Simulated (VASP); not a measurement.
# Al2O3 (Corundum) (R-3c) in VASP: further runs

Al2O3 (Corundum) is run at these levels: PBE, RPBE+D4, BLYP+D3(BJ); tasks: single point.

Program: VASP 6.6.1. These are calculated values, not measurements. Logs are shortened: lines on timing, memory, paths and dates and some standing lists are left out, and cuts for length are marked.

**What was measured.**

From “Multi-petahertz electron interference in Cr:Al2O3 solid-state material”, 2018, pmc:5906618, for a bulk crystal of Al2O3: band gap 8.7 eV (optical).

How close the calculation comes is told below.

### 1 The cell of the first run

The structure is trigonal, space group R-3c (No. 167). Conventional cell: a = 4.760 Å, b = 4.760 Å, c = 12.996 Å, α = 90.00°, β = 90.00°, γ = 120.00°. Al (site symmetry 3) has 6 O at 1.85 to 1.97 Å within 2.5 Å. O (site symmetry 2) has 4 Al at 1.85 to 1.97 Å within 2.5 Å.

### 2 Single point, PBE

Input file INCAR:

```
SYSTEM = Al2O3
PREC     = Accurate       ! precision mode
ENCUT    = 520            ! plane-wave cutoff, eV
EDIFF    = 1E-7           ! SCF threshold, eV
ISMEAR   = 0              ! smearing method
SIGMA    = 0.012          ! smearing width, eV
LREAL    = .False.        ! projectors in reciprocal space
LASPH    = .True.         ! aspherical terms in the spheres
NELM     = 100            ! most SCF steps
ALGO     = Normal         ! electronic algorithm
ISIF     = 2              ! what is computed and relaxed
LWAVE    = .False.        ! write WAVECAR
LCHARG   = .False.        ! write CHGCAR
GGA      = PE             ! functional
NBANDS   = 35             ! bands
```

Input file KPOINTS:

```
Automatic mesh
0
Gamma
  7 7 7
  0 0 0
```

Input file POSCAR:

```
Al2O3
1.0
    2.3802500000      1.3742379782      4.3318666667
   -2.3802500000      1.3742379782      4.3318666667
    0.0000000000     -2.7484759565      4.3318666667
Al O
4 6
Direct
    0.8521600000      0.8521600000      0.8521600000
    0.6478400000      0.6478400000      0.6478400000
    0.1478400000      0.1478400000      0.1478400000
    0.3521600000      0.3521600000      0.3521600000
    0.0566800000      0.7500000000      0.4433200000
    0.7500000000      0.4433200000      0.0566800000
    0.4433200000      0.0566800000      0.7500000000
    0.9433200000      0.2500000000      0.5566800000
    0.2500000000      0.5566800000      0.9433200000
    0.5566800000      0.9433200000      0.2500000000
```

Potentials or basis: VASP PAW PBE potentials, release 64 (Al, O).

On the command line:

```sh
> cat potpaw_PBE.64/Al/POTCAR potpaw_PBE.64/O/POTCAR > POTCAR
> mpirun -np 1 vasp_std > vasp.out
```

OUTCAR:

```text
SYSTEM = Al2O3
   PREC = Accurate
   ENCUT = 520
   EDIFF = 1E-7
   ISMEAR = 0
   LREAL = .False.
   LASPH = .True.
   NELM = 100
   ISIF = 2
   GGA = PE

 ion  position               nearest neighbor table
   1  0.852  0.852  0.852-   8 1.85   9 1.85  10 1.85   6 1.97   7 1.97   5 1.97   2 2.66   3 2.79
                             3 2.79   3 2.79   2 3.22   2 3.22   2 3.22
   2  0.648  0.648  0.648-   9 1.85   8 1.85  10 1.85   5 1.97   7 1.97   6 1.97   1 2.66   4 2.79
                             4 2.79   4 2.79   1 3.22   1 3.22   1 3.22
   3  0.148  0.148  0.148-   5 1.85   6 1.85   7 1.85   9 1.97  10 1.97   8 1.97   4 2.66   1 2.79
                             1 2.79   1 2.79   4 3.22   4 3.22   4 3.22
   4  0.352  0.352  0.352-   6 1.85   5 1.85   7 1.85   8 1.97  10 1.97   9 1.97   3 2.66   2 2.79
                             2 2.79   2 2.79   3 3.22   3 3.22   3 3.22
   5  0.057  0.750  0.443-   3 1.85   4 1.85   2 1.97   1 1.97
   6  0.750  0.443  0.057-   4 1.85   3 1.85   1 1.97   2 1.97
   7  0.443  0.057  0.750-   3 1.85   4 1.85   1 1.97   2 1.97
   8  0.943  0.250  0.557-   1 1.85   2 1.85   4 1.97   3 1.97
   9  0.250  0.557  0.943-   2 1.85   1 1.85   3 1.97   4 1.97
  10  0.557  0.943  0.250-   1 1.85   2 1.85   3 1.97   4 1.97

  LATTYP: Found a trigonal (rhomboedric) cell.
 ALAT       =     5.1302230849
 COS(alpha) =     0.5694707703

  Lattice vectors:

 A1 = (   2.3802500000,   1.3742379782,   4.3318666667)
 A2 = (  -2.3802500000,   1.3742379782,   4.3318666667)
 A3 = (   0.0000000000,  -2.7484759565,   4.3318666667)

Analysis of symmetry for initial positions (statically):
=====================================================================
 Subroutine PRICEL returns:
 Original cell was already a primitive cell.

 Routine SETGRP: Setting up the symmetry group for a
 trigonal (rhombohedral) supercell.

 Subroutine GETGRP returns: Found 12 space group operations
 (whereof  6 operations were pure point group operations)
 out of a pool of 12 trial point group operations.

The static configuration has the point symmetry S_6 .
 The point group associated with its full space group is D_3d.

Analysis of symmetry for dynamics (positions and initial velocities):
=====================================================================
 Subroutine PRICEL returns:
 Original cell was already a primitive cell.

 Routine SETGRP: Setting up the symmetry group for a
 trigonal (rhombohedral) supercell.

 Subroutine GETGRP returns: Found 12 space group operations
 (whereof  6 operations were pure point group operations)
 out of a pool of 12 trial point group operations.

[... 129 lines left out ...]
   NUPDOWN=      -1.0000    fix difference up-down
   EMIN   =  10.00;   EMAX   =-10.00  energy-range for DOS
   EFERMI =   0.00;   METHOD = LEGACY
   ISMEAR =     0;   SIGMA  =   0.01  broadening in eV -4-tet -1-fermi 0-gaus
   EFERMI_NEDOS =   21; number of points for ismear=-14 and -15
   IALGO  =     38    algorithm
   IMIX   =      4    mixing-type and parameters
     AMIX     =   0.40;   BMIX     =  1.00
     AMIX_MAG =   1.60;   BMIX_MAG =  1.00
  volume/ion in A,a.u.               =       8.50        57.37
  Fermi-wavevector in a.u.,A,eV,Ry     =   1.353064  2.556920 24.909299  1.830782
  Thomas-Fermi vector in A             =   2.480350
   LORBIT       =      0    0 simple, 1 ext, 2 COOP (PROOUT), +10 PAW based schemes
   GGA     = PE    functional components
   LHFCALC =     F    Hartree Fock is set to
   AEXX    =    0.0000 exact exchange contribution
   IVDW    =     0    specifies the selected vdW correction
   LEPSILON=     F    determine dielectric tensor
   LRPA    =     F    only Hartree local field effects (RPA)
 non-spin polarized calculation
 Gauss-broadening in eV      SIGMA  =   0.01
  energy-cutoff  :      520.00
  volume of cell :       85.02
 maximum number of plane-waves:      2304
 NGX is ok and might be reduce to    40
   NGX = 19   NGY = 19   NGZ = 19

 number of electron      48.0000013 magnetization

 Free energy of the ion-electron system (eV)
  ---------------------------------------------------
  ext. energy  EPLUGINS =         0.00000000
  ---------------------------------------------------
  free energy    TOTEN  =       -74.75234393 eV

  energy without entropy =      -74.75234393  energy(sigma->0) =      -74.75234393

 E-fermi :   6.2292     XC(G=0): -11.6856

 val. band max:        6.1427383396   @ k =   0.0000   0.0000   0.0000
 cond. band min:      12.3579571995   @ k =   0.0000   0.0000   0.0000
 fundamental gap:      6.2152188599
 Fermi energy:         6.2291515495

 k-point     1 :       0.0000    0.0000    0.0000
  band No.  band energies     occupation
      1     -13.1027      2.00000
      2     -10.7684      2.00000
      3     -10.4900      2.00000
      4     -10.4900      2.00000
      5     -10.1754      2.00000
      6     -10.1754      2.00000
[... 901 lines left out ...]
     34      19.7196      0.00000
     35      20.0089      0.00000

 [... further k-points ...]

------------------------ aborting loop because EDIFF is reached ----------------------------------------

  FORCE on cell =-STRESS in cart. coord.  units (eV):
  Direction    XX          YY          ZZ          XY          YZ          ZX
  --------------------------------------------------------------------------------------
  -------------------------------------------------------------------------------------
  Total        3.9316383      3.9316383      3.5953570      0.0000000     -0.0000000      0.0000000
  in kB       74.0923357     74.0923357     67.7550619      0.0000000     -0.0000000      0.0000000
  external PRESSURE =      71.9799111 kB  Pullay stress =       0.0000000 kB

 VOLUME and BASIS-vectors are now :
 -----------------------------------------------------------------------------
  energy-cutoff  :      520.00
  volume of cell :       85.02
      direct lattice vectors                 reciprocal lattice vectors
     2.380250000  1.374237978  4.331866667     0.210061968  0.121279334  0.076949121
    -2.380250000  1.374237978  4.331866667    -0.210061968  0.121279334  0.076949121
     0.000000000 -2.748475957  4.331866667     0.000000000 -0.242558668  0.076949121

 POSITION                                       TOTAL-FORCE (eV/Angst)
 -----------------------------------------------------------------------------------
      0.00000     -0.00000     11.07433         0.000000      0.000000     -0.026807
      0.00000     -0.00000      8.41907         0.000000     -0.000000      0.026807
      0.00000     -0.00000      1.92127         0.000000     -0.000000      0.026807
      0.00000     -0.00000      4.57653         0.000000      0.000000     -0.026807
     -1.65027     -0.10988      5.41483        -0.012947     -0.022424     -0.000000
      0.72998      1.48412      5.41483        -0.012947      0.022424     -0.000000
      0.92030     -1.37424      5.41483         0.025893      0.000000     -0.000000
      1.65027      0.10988      7.58077         0.012947      0.022424     -0.000000
     -0.72998     -1.48412      7.58077         0.012947     -0.022424     -0.000000
     -0.92030      1.37424      7.58077        -0.025893      0.000000     -0.000000
 -----------------------------------------------------------------------------------
    total drift:                               -0.000000      0.000000     -0.000000

  FREE ENERGIE OF THE ION-ELECTRON SYSTEM (eV)
  ---------------------------------------------------
  free  energy   TOTEN  =       -74.7523439291 eV

  energy  without entropy=      -74.7523439291  energy(sigma->0) =      -74.75234393
```

OSZICAR:

```text
N       E                     dE             d eps       ncg     rms          rms(c)
DAV:   1     0.222408714974E+03    0.22241E+03   -0.25406E+04  3080   0.131E+03
DAV:   2    -0.705912128559E+02   -0.29300E+03   -0.28443E+03  3897   0.286E+02
DAV:   3    -0.827211529784E+02   -0.12130E+02   -0.12090E+02  3989   0.594E+01
DAV:   4    -0.828135989128E+02   -0.92446E-01   -0.92390E-01  3856   0.599E+00
DAV:   5    -0.828147348143E+02   -0.11359E-02   -0.11357E-02  3865   0.657E-01    0.176E+01
DAV:   6    -0.746850551365E+02    0.81297E+01   -0.28194E+01  3740   0.284E+01    0.597E+00
DAV:   7    -0.747287044614E+02   -0.43649E-01   -0.88811E-01  3733   0.463E+00    0.329E+00
DAV:   8    -0.747480389974E+02   -0.19335E-01   -0.86228E-02  3703   0.225E+00    0.688E-01
DAV:   9    -0.747517306668E+02   -0.36917E-02   -0.22318E-02  4005   0.805E-01    0.317E-01
DAV:  10    -0.747523802555E+02   -0.64959E-03   -0.79539E-04  3424   0.168E-01    0.735E-02
DAV:  11    -0.747523417100E+02    0.38546E-04   -0.36085E-04  3925   0.108E-01    0.222E-02
DAV:  12    -0.747523444459E+02   -0.27359E-05   -0.19667E-05  3552   0.266E-02    0.559E-03
DAV:  13    -0.747523439689E+02    0.47696E-06   -0.31246E-06  3952   0.976E-03    0.123E-03
DAV:  14    -0.747523438619E+02    0.10701E-06   -0.16556E-07  2728   0.249E-03    0.670E-04
DAV:  15    -0.747523439291E+02   -0.67227E-07   -0.14586E-08  2144   0.775E-04
   1 F= -.74752344E+02 E0= -.74752344E+02  d E =-.595116E-27
```

stdout:

```text
POSCAR found type information on POSCAR AlO
 POSCAR found :  2 types and      10 ions
 scaLAPACK will be used
 LDA part: xc-table for (Slater+PW92), standard interpolation
 POSCAR, INCAR and KPOINTS ok, starting setup
 FFT: planning ... GRIDC
 FFT: planning ... GRID_SOFT
 FFT: planning ... GRID
 WAVECAR not read
 entering main loop
```

Wall time 2.6 min (1 thread of Intel Xeon Platinum 8259CL at 2.50GHz (Skylake/Cascade Lake), shared host); peak memory 0.28 GiB.

What came out:

```yaml
Free_energy: -74.7523 eV
Pressure: 7.2 GPa
Largest_force: 0.027 eV/Å
Band_gap_on_the_k_mesh: 6.22 eV, direct
```

Forces in eV/Å, atoms in the order of the input:
```
Al   0.000  0.000 -0.027
Al   0.000  0.000  0.027
Al   0.000  0.000  0.027
Al   0.000  0.000 -0.027
O   -0.013 -0.022  0.000
O   -0.013  0.022  0.000
O    0.026  0.000  0.000
O    0.013  0.022  0.000
O    0.013 -0.022  0.000
O   -0.026  0.000  0.000
```

A k mesh can miss the band edges. PBE gaps usually lie below the measured ones, often by a third to a half.

(Part 1 of 2 ends here.)
